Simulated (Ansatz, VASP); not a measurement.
## Two plane-wave programs on CdS

INCAR

```
PREC = Accurate
ENCUT = 520
EDIFF = 1E-6
ISMEAR = -1
SIGMA = 0.02
LREAL = F
LASPH = T
NELM = 80
ALGO = Normal
ISIF = 2
LWAVE = F
LCHARG = F
GGA = PE
NBANDS = 26
```

File KPOINTS:

```
Automatic mesh
0
Gamma
  12 12 4
```

Contents of POSCAR:

```
CdS
1.0
    3.8410415901      0.0000000000      0.0000000000
   -1.9205207951      3.3264395940      0.0000000000
    0.0000000000      0.0000000000      6.4452706107
Cd S
2 2
Direct
    0.0000000000      0.0000000000      0.0000000000
    0.0000000000      0.0000000000      0.5000000000
    0.3333333333      0.6666666667      0.2500000000
    0.6666666667      0.3333333333      0.7500000000
```

Input for Ansatz:

```yaml
crystal:
  lattice:
    - [3.8410415901, 0.0, 0.0]
    - [-1.9205207951, 3.326439594, 0.0]
    - [0.0, 0.0, 6.4452706107]
  atoms:
    - { symbol: Cd, position: [0.0, 0.0, 0.0] }
    - { symbol: Cd, position: [0.0, 0.0, 0.5] }
    - { symbol: S, position: [0.3333333333, 0.6666666667, 0.25] }
    - { symbol: S, position: [0.6666666667, 0.3333333333, 0.75] }
kpoints:
  mp_grid: { grid: [12, 12, 4] }
  band_path:
    path:
      - [[0.0, 0.0, 0.0], [0.5, 6.719070825275e-18, 0.0], [0.3333333333333, 0.3333333333333, 0.0], [0.0, 0.0, 0.0], [0.0, 0.0, 0.5], [0.5, 6.719070825275e-18, 0.5], [0.3333333333333, 0.3333333333333, 0.5], [0.0, 0.0, 0.5]]
      - [[0.5, 6.719070825275e-18, 0.5], [0.5, 6.719070825275e-18, 0.0]]
      - [[0.3333333333333, 0.3333333333333, 0.5], [0.3333333333333, 0.3333333333333, 0.0]]
    npoints: 10
hamiltonian:
  xc: pbe
scf:
  occupations: { method: fermi_dirac, width: 0.02 }
  n_extra_bands: 5
output:
  forces: true
  stress: true
  eigenvalues: true
```

Alike in both runs: task single point; functional PBE; k mesh 12 × 12 × 4; occupations fermi-dirac, width 0.02 eV; no spin polarisation.

```csv
,VASP,Ansatz
version,VASP 6.6.1,Ansatz 0.2.0
potentials or method,"VASP PAW PBE potentials, release 64 (Cd, S)","plane waves, PAW"
plane-wave cutoff (eV),520,420
valence electrons in the cell,36,52
```

|  | VASP | Ansatz | Ansatz less VASP |
| --- | --- | --- | --- |
| pressure (GPa) | 2.2 | 1.8 | -0.41 |
| traceless stress, the component that is largest in VASP (GPa) | -0.07 | -0.09 | -0.015 |

The functional is the same, so the differences come from potentials, cutoffs and numerics. VASP's potentials hold 36 valence electrons a cell and Ansatz's 52, so a difference there can come from the potentials and not from the codes.
